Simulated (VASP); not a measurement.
Rh, 1 atom in the cell. Symmetry: R-3m, No. 166, trigonal system. Conventional cell: a = 3.188 Å, b = 3.188 Å, c = 4.686 Å, α = 90.00°, β = 90.00°, γ = 120.00°. Rh (site symmetry -3m) has 12 Rh at 2.41 to 3.19 Å within 3.2 Å.  This cell differs from its parent crystal: ratio of the length along [111] to the lengths across it x 0.6, volume and fractional coordinates fixed.

```yaml
Program: VASP 6.6.1
Task: single point
Functional: PBEsol
Potentials_or_basis: VASP PAW PBE potentials, release 64 (Rh_pv)
Cutoff: 520 eV
k_mesh: 24 × 24 × 24
Occupations: gaussian, width 0.15 eV
Spin: no spin polarisation
Dipole_correction: no
Further_INCAR_settings: ALGO = Fast; EDIFF = 1e-06; NBANDS = 14
```

Potentials or basis: VASP PAW PBE potentials, release 64 (Rh_pv).

Command:

```sh
$ cat potpaw_PBE.64/Rh_pv/POTCAR > POTCAR
$ mpirun -np 1 vasp_std > vasp.out
```

Hardware: 1 thread of AMD EPYC 7R43 64-Core Processor (Zen 3), with other jobs on the host.

Question: How long does it take, and how much memory?

Answer: It took 2.2 min on 1 thread of AMD EPYC 7R43 64-Core Processor (Zen 3) (shared host), peak memory 0.27 GiB. Counts: scf iterations 12, k points 1313.
